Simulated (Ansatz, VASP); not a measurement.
AlCu: VASP beside Ansatz

INCAR

```
SYSTEM = AlCu
PREC = Accurate ; ENCUT = 520
EDIFF = 1E-6 ; ISMEAR = 0
SIGMA = 0.15 ; LREAL = .FALSE.
LASPH = .TRUE. ; NELM = 100
ALGO = Fast ; ISIF = 2
LWAVE = .FALSE. ; LCHARG = .TRUE.
GGA = PS ; LELF = .TRUE.
LVHAR = .TRUE. ; NBANDS = 14
```

File KPOINTS:

```
regular mesh
0
G
  16 16 16
  0 0 0
```

POSCAR

```
AlCu
1.0
    2.9975090000      0.0524564075      0.0000000000
    0.0524564075      2.9975090000      0.0000000000
    0.0000000000      0.0000000000      2.9975090000
Al Cu
1 1
Direct
    0.0000000000      0.0000000000      0.0000000000
    0.5000000000      0.5000000000      0.5000000000
```

Input for Ansatz:

```yaml
crystal:
  lattice:
    - [2.997509, 0.0524564075, 0.0]
    - [0.0524564075, 2.997509, 0.0]
    - [0.0, 0.0, 2.997509]
  atoms:
    - { symbol: Al, position: [0.0, 0.0, 0.0] }
    - { symbol: Cu, position: [0.5, 0.5, 0.5] }
basis:
  ecutwfc: 420
kpoints:
  mp_grid: { grid: [16, 16, 16] }
hamiltonian:
  xc: pbesol
scf:
  occupations: { method: gaussian, width: 0.15 }
output:
  forces: true
  stress: true
  eigenvalues: true
```

Change from the starting cell: strain +0.0350 x Voigt [0, 0, 0, 0, 0, 1], atoms carried along.

Alike in both runs: task single point; functional PBEsol; k mesh 16 × 16 × 16; occupations gaussian, width 0.15 eV; no spin polarisation.

```csv
,VASP,Ansatz
version,VASP 6.6.1,Ansatz 0.2.0
potentials or method,"VASP PAW PBE potentials, release 64 (Al, Cu), cutoff 520 eV","scalar-relativistic, plane waves, PAW"
valence electrons in the cell,14,22
```

|  | VASP | Ansatz | Ansatz less VASP |
| --- | --- | --- | --- |
| gap on the k mesh at the Fermi level (eV) | none | none | - |
| pressure (GPa) | -4.3 | -4.7 | -0.35 |
| traceless stress, the component that is largest in VASP (GPa) | -1.22 | -1.21 | +0.003 |

VASP's potentials were made for PBE, not for PBEsol. A gap of «none» marks a metal or a gap that the smearing closes. VASP's potentials hold 14 valence electrons a cell and Ansatz's 22, so a difference there can come from the potentials and not from the codes.
